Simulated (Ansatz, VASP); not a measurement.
## AlNi: VASP beside Ansatz

```xyz
2
Lattice="1.9547 -1.9693 0.0000 1.9547 1.9693 0.0000 0.0000 0.0000 3.1250" Properties=species:S:1:pos:R:3 pbc="T T T"
Al    0.0000    0.0000    0.0000
Ni    1.9547    0.0000    1.5625
```

Alike in both runs: task single point; functional LDA; k mesh 10 × 10 × 9; occupations fermi-dirac, width 0.05 eV; collinear spin.

|  | VASP | Ansatz |
| --- | --- | --- |
| version | VASP 6.6.1 | Ansatz 0.2.0 |
| potentials or method | VASP PAW LDA potentials, release 64 (Al, Ni), cutoff 520 eV | plane waves, PAW |
| valence electrons in the cell | 13 | 21 |

```tsv
	VASP	Ansatz	Ansatz less VASP
net moment per atom (μB)	0.00	0.00	0.000
```

LDA's correlation is that of Perdew and Zunger in VASP and of Perdew and Wang (1992) in Ansatz. VASP's potentials hold 13 valence electrons a cell and Ansatz's 21, so a difference there can come from the potentials and not from the codes. Ansatz's warnings: seeded moment not kept.
